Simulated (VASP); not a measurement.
# BiSbS4 (P-3m1) in VASP: further runs

Runs on BiSbS4. Level: PBE. Tasks: single point, relaxation of cell and atoms.

Everything below comes from runs of VASP 6.6.1. Logs are shortened: lines on timing, memory, paths and dates and some standing lists are left out, and cuts for length are marked.

## Step 1: The cell of the first run

It takes space group P-3m1 (No. 164, trigonal). The conventional cell has a = 3.817 Å, b = 3.817 Å, c = 12.999 Å, α = 90.00°, β = 90.00°, γ = 120.00°. Within 3.5 Å of Sb (site symmetry -3m) lie 6 S at 2.67 Å. Within 3.6 Å of Bi (site symmetry -3m) lie 6 S at 2.75 Å. Within 3.5 Å of S (site symmetry 3m) lie 3 Sb at 2.67 Å. S (site symmetry 3m) has 3 Bi at 2.75 Å within 3.6 Å.

## Step 2: Single point, PBE

INCAR reads:

```
SYSTEM = BiSbS4
PREC = Accurate ; ENCUT = 520
EDIFF = 1E-7 ; ISMEAR = 0
SIGMA = 0.1 ; LREAL = .False.
LASPH = .True. ; NELM = 80
ALGO = Normal ; ISIF = 2
LWAVE = .False. ; LCHARG = .False.
GGA = PE ; NBANDS = 31
```

KPOINTS reads:

```
regular mesh
0
Gamma
  12 12 4
  0 0 0
```

POSCAR reads:

```
BiSbS4
1.0
    3.8172066014      0.0000000000      0.0000000000
   -1.9086033007      3.3057978883      0.0000000000
    0.0000000000      0.0000000000     12.9992605206
Sb Bi S
1 1 4
Direct
    0.0000000000      0.0000000000      0.0000000000
    0.0000000000      0.0000000000      0.5000000000
    0.3333333333      0.6666666667      0.8834813583
    0.3333333333      0.6666666667      0.3735784720
    0.6666666667      0.3333333333      0.6264215280
    0.6666666667      0.3333333333      0.1165186417
```

Potentials or basis: VASP PAW PBE potentials, release 64 (Sb, Bi_d, S).

Started as:

```sh
$ cat potpaw_PBE.64/Sb/POTCAR potpaw_PBE.64/Bi_d/POTCAR potpaw_PBE.64/S/POTCAR > POTCAR
$ mpirun -np 1 vasp_std > vasp.out
```

OUTCAR:

```text
SYSTEM = BiSbS4
   PREC = Accurate
   ENCUT = 520
   EDIFF = 1E-7
   ISMEAR = 0
   LREAL = .False.
   LASPH = .True.
   NELM = 80
   ISIF = 2
   GGA = PE

 ion  position               nearest neighbor table
   1  0.000  0.000  0.000-   3 2.67   6 2.67   3 2.67   6 2.67   6 2.67   3 2.67
   2  0.000  0.000  0.500-   4 2.75   5 2.75   4 2.75   5 2.75   5 2.75   4 2.75
   3  0.333  0.667  0.883-   1 2.67   1 2.67   1 2.67
   4  0.333  0.667  0.374-   2 2.75   2 2.75   2 2.75
   5  0.667  0.333  0.626-   2 2.75   2 2.75   2 2.75
   6  0.667  0.333  0.117-   1 2.67   1 2.67   1 2.67

  LATTYP: Found a hexagonal cell.
 ALAT       =     3.8172066014
 C/A-ratio  =     3.4054380279

  Lattice vectors:

 A1 = (   3.8172066014,   0.0000000000,   0.0000000000)
 A2 = (  -1.9086033007,   3.3057978883,   0.0000000000)
 A3 = (   0.0000000000,   0.0000000000,  12.9992605206)

Analysis of symmetry for initial positions (statically):
=====================================================================
 Subroutine PRICEL returns:
 Original cell was already a primitive cell.

 Routine SETGRP: Setting up the symmetry group for a
 hexagonal supercell.

 Subroutine GETGRP returns: Found 12 space group operations
 (whereof 12 operations were pure point group operations)
 out of a pool of 24 trial point group operations.

The static configuration has the point symmetry D_3d.

Analysis of symmetry for dynamics (positions and initial velocities):
=====================================================================
 Subroutine PRICEL returns:
 Original cell was already a primitive cell.

 Routine SETGRP: Setting up the symmetry group for a
 hexagonal supercell.

 Subroutine GETGRP returns: Found 12 space group operations
 (whereof 12 operations were pure point group operations)
 out of a pool of 24 trial point group operations.

The dynamic configuration has the point symmetry D_3d.

 Subroutine INISYM returns: Found 12 space group operations
 (whereof 12 operations are pure point group operations),
 and found     1 'primitive' translations

----------------------------------------------------------------------------------------

                                     Primitive cell

  volume of cell :     164.0365

  direct lattice vectors                    reciprocal lattice vectors
     3.817206601  0.000000000  0.000000000     0.261971673  0.151249416  0.000000000
    -1.908603301  3.305797888  0.000000000     0.000000000  0.302498832  0.000000000
     0.000000000  0.000000000 12.999260521     0.000000000  0.000000000  0.076927453

  length of vectors
     3.817206601  3.817206601 12.999260521     0.302498832  0.302498832  0.076927453

  position of ions in fractional coordinates (direct lattice)
     0.000000000  0.000000000  0.000000000
     0.000000000  0.000000000  0.500000000
     0.333333333  0.666666667  0.883481358
     0.333333333  0.666666667  0.373578472
     0.666666667  0.333333333  0.626421528
     0.666666667  0.333333333  0.116518642

  ion indices of the primitive-cell ions
   primitive index   ion index
                 1           1
                 2           2
                 3           3
                 4           4
                 5           5
                 6           6

----------------------------------------------------------------------------------------

 KPOINTS: regular mesh

Automatic generation of k-mesh.
 Grid dimensions read from file:
 generate k-points for:   12   12    4

 Generating k-lattice:

  Cartesian coordinates                     Fractional coordinates (reciprocal lattice)
     0.021830973  0.012604118  0.000000000     0.083333333  0.000000000  0.000000000
     0.000000000  0.025208236  0.000000000     0.000000000  0.083333333  0.000000000
     0.000000000  0.000000000  0.019231863     0.000000000  0.000000000  0.250000000

  Length of vectors
     0.025208236  0.025208236  0.019231863

  Shift w.r.t. Gamma in fractional coordinates (k-lattice)
     0.000000000  0.000000000  0.000000000

 Subroutine IBZKPT returns following result:
 ===========================================

 Found     69 irreducible k-points:

 Following reciprocal coordinates:
            Coordinates               Weight
  0.000000  0.000000  0.000000      1.000000
  0.083333  0.000000  0.000000      6.000000
  0.166667  0.000000  0.000000      6.000000
  0.250000  0.000000  0.000000      6.000000
  0.333333  0.000000  0.000000      6.000000
  0.416667  0.000000  0.000000      6.000000
[... 16 lines left out ...]
  0.166667  0.000000  0.250000      6.000000
  0.000000  0.166667  0.250000      6.000000
 [... further k-points ...]
   k-points           NKPTS =     69   k-points in BZ     NKDIM =     69   number of bands    NBANDS=     31
   number of dos      NEDOS =    301   number of ions     NIONS =      6
   total plane-waves  NPLWV =  76832
   dimension x,y,z NGX =    28 NGY =   28 NGZ =   98
   dimension x,y,z NGXF=    56 NGYF=   56 NGZF=  196
   ions per type =               1   1   4
   NGX,Y,Z   is equivalent  to a cutoff of  12.19, 12.19, 12.53 a.u.
   NGXF,Y,Z  is equivalent  to a cutoff of  24.39, 24.39, 25.07 a.u.
 SYSTEM =  BiSbS4
   PREC   = accura    normal or accurate (medium, high low for compatibility)
   ISTART =      0    job   : 0-new  1-cont  2-samecut
   ICHARG =      2    charge: 1-file 2-atom 10-const
   ISPIN  =      1    spin polarized calculation?
   LNONCOLLINEAR =      F non collinear calculations
   LSORBIT =      F    spin-orbit coupling
   LASPH  =      T    aspherical Exc in radial PAW
   ENCUT  =  520.0 eV  38.22 Ry    6.18 a.u.   7.10  7.10 24.17*2*pi/ulx,y,z
   NELM   =     80;   NELMIN=  2; NELMDL= -5     # of ELM steps
   EDIFF  = 0.1E-06   stopping-criterion for ELM
   LREAL  =      F    real-space projection
   EDIFFG = 0.1E-05   stopping-criterion for IOM
   NSW    =      0    number of steps for IOM
   IBRION =     -1    ionic relax: 0-MD 1-quasi-New 2-CG
   NFREE  =      0    steps in history (QN), initial steepest desc. (CG)
   ISIF   =      2    stress and relaxation
   ISYM   =      2    0-nonsym 1-usesym 2-fastsym
   POTIM  = 0.5000    time-step for ionic-motion
   TEBEG  =    0.0;   TEEND  =   0.0 temperature during run
   PSTRESS=    0.0 pullay stress
   NELECT =      44.0000    total number of electrons
   NUPDOWN=      -1.0000    fix difference up-down
   EMIN   =  10.00;   EMAX   =-10.00  energy-range for DOS
   EFERMI =   0.00;   METHOD = LEGACY
   ISMEAR =     0;   SIGMA  =   0.10  broadening in eV -4-tet -1-fermi 0-gaus
   EFERMI_NEDOS =   21; number of points for ismear=-14 and -15
   IALGO  =     38    algorithm
   IMIX   =      4    mixing-type and parameters
     AMIX     =   0.40;   BMIX     =  1.00
     AMIX_MAG =   1.60;   BMIX_MAG =  1.00
  volume/ion in A,a.u.               =      27.34       184.50
  Fermi-wavevector in a.u.,A,eV,Ry     =   1.055793  1.995160 15.166404  1.114699
  Thomas-Fermi vector in A             =   2.191005
   LORBIT       =      0    0 simple, 1 ext, 2 COOP (PROOUT), +10 PAW based schemes
   GGA     = PE    functional components
   LHFCALC =     F    Hartree Fock is set to
   AEXX    =    0.0000 exact exchange contribution
   IVDW    =     0    specifies the selected vdW correction
   LEPSILON=     F    determine dielectric tensor
   LRPA    =     F    only Hartree local field effects (RPA)
 non-spin polarized calculation
 Gauss-broadening in eV      SIGMA  =   0.10
  energy-cutoff  :      520.00
  volume of cell :      164.04
 maximum number of plane-waves:      4445
   NGX = 15   NGY = 15   NGZ = 49

 number of electron      44.0000007 magnetization

 Free energy of the ion-electron system (eV)
  ---------------------------------------------------
  ext. energy  EPLUGINS =         0.00000000
  ---------------------------------------------------
  free energy    TOTEN  =       -24.82856245 eV

  energy without entropy =      -24.80474982  energy(sigma->0) =      -24.81665613

 E-fermi :   3.8069     XC(G=0):  -8.8087

 val. band max:        3.8059974730   @ k =   0.2500   0.2500   0.0000
 cond. band min:       3.8142520840   @ k =   0.3333   0.1667   0.5000
 fundamental gap:      0.0082546110
 Fermi energy:         3.8068881718

 k-point     1 :       0.0000    0.0000    0.0000
  band No.  band energies     occupation
      1     -18.8763      2.00000
      2     -18.8763      2.00000
      3     -18.8468      2.00000
      4     -18.8182      2.00000
      5     -18.8182      2.00000
      6     -10.7059      2.00000
[... 23 lines left out ...]
     30      10.9475      0.00000
     31      11.2706      0.00000

 k-point     2 :       0.0833    0.0000    0.0000
  band No.  band energies     occupation
      1     -18.8776      2.00000
      2     -18.8719      2.00000
      3     -18.8442      2.00000
      4     -18.8212      2.00000
      5     -18.8188      2.00000
      6     -10.6331      2.00000
[... 23 lines left out ...]
     30      10.6579      0.00000
     31      11.1341      0.00000

 k-point     3 :       0.1667    0.0000    0.0000
  band No.  band energies     occupation
      1     -18.8823      2.00000
      2     -18.8602      2.00000
      3     -18.8368      2.00000
      4     -18.8289      2.00000
      5     -18.8203      2.00000
      6     -10.4183      2.00000
[... 23 lines left out ...]
     30       9.9462      0.00000
     31      10.7479      0.00000

 k-point     4 :       0.2500    0.0000    0.0000
  band No.  band energies     occupation
      1     -18.8903      2.00000
      2     -18.8447      2.00000
      3     -18.8398      2.00000
      4     -18.8249      2.00000
      5     -18.8218      2.00000
      6     -10.0743      2.00000
[... 635 lines left out ...]
     30      10.6650      0.00000
     31      11.1617      0.00000

 k-point    23 :       0.1667    0.0000    0.2500
  band No.  band energies     occupation
      1     -18.8823      2.00000
      2     -18.8602      2.00000
      3     -18.8368      2.00000
      4     -18.8289      2.00000
      5     -18.8203      2.00000
      6     -10.4175      2.00000
[... 23 lines left out ...]
     30       9.9620      0.00000
     31      10.8046      0.00000

 k-point    24 :       0.0000    0.1667    0.2500
  band No.  band energies     occupation
      1     -18.8823      2.00000
      2     -18.8602      2.00000
      3     -18.8368      2.00000
      4     -18.8289      2.00000
      5     -18.8203      2.00000
      6     -10.4175      2.00000
[... 23 lines left out ...]
     30       9.9452      0.00000
     31      10.6954      0.00000

 [... further k-points ...]

------------------------ aborting loop because EDIFF is reached ----------------------------------------

  FORCE on cell =-STRESS in cart. coord.  units (eV):
  Direction    XX          YY          ZZ          XY          YZ          ZX
  --------------------------------------------------------------------------------------
  -------------------------------------------------------------------------------------
  Total       -0.1557937     -0.1557937     -0.1202917     -0.0000000      0.0000000      0.0000000
  in kB       -1.5216674     -1.5216674     -1.1749132     -0.0000000      0.0000000      0.0000000
  external PRESSURE =      -1.4060827 kB  Pullay stress =       0.0000000 kB

 VOLUME and BASIS-vectors are now :
 -----------------------------------------------------------------------------
  energy-cutoff  :      520.00
  volume of cell :      164.04
      direct lattice vectors                 reciprocal lattice vectors
     3.817206601  0.000000000  0.000000000     0.261971673  0.151249416  0.000000000
    -1.908603301  3.305797888  0.000000000     0.000000000  0.302498832  0.000000000
     0.000000000  0.000000000 12.999260521     0.000000000  0.000000000  0.076927453

 POSITION                                       TOTAL-FORCE (eV/Angst)
 -----------------------------------------------------------------------------------
      0.00000      0.00000      0.00000         0.000000      0.000000      0.000000
      0.00000      0.00000      6.49963         0.000000      0.000000      0.000000
     -0.00000      2.20387     11.48460        -0.000000      0.000000      0.021075
     -0.00000      2.20387      4.85624         0.000000     -0.000000      0.001676
      1.90860      1.10193      8.14302        -0.000000      0.000000     -0.001676
      1.90860      1.10193      1.51466         0.000000      0.000000     -0.021075
 -----------------------------------------------------------------------------------
    total drift:                               -0.000000     -0.000000      0.000000

  FREE ENERGIE OF THE ION-ELECTRON SYSTEM (eV)
  ---------------------------------------------------
  free  energy   TOTEN  =       -24.8285624494 eV

  energy  without entropy=      -24.8047498190  energy(sigma->0) =      -24.81665613
```

Run time: 4.5 min. Hardware: 1 thread of Intel Xeon Platinum 8375C at 2.90GHz (Ice Lake), shared host; peak memory 0.48 GiB.

Results:

```yaml
Free_energy: -24.8286 eV
Pressure: -0.1 GPa
Largest_force: 0.021 eV/Å
Band_gap_on_the_k_mesh: zero (band 22 reaches 4.08 eV, above the bottom of band 23 at 3.09 eV)
```

Forces on the atoms (eV/Å):
```
Sb   0.000  0.000  0.000
Bi   0.000  0.000  0.000
S    0.000  0.000  0.021
S    0.000  0.000  0.002
S    0.000  0.000 -0.002
S    0.000  0.000 -0.021
```

Caveat: spin-orbit coupling is left out, which moves the levels of the heavy elements; this functional lacks dispersion, which binds the layers, so the pressure and a relaxed spacing across them are unreliable.

(Part 1 of 2 ends here.)
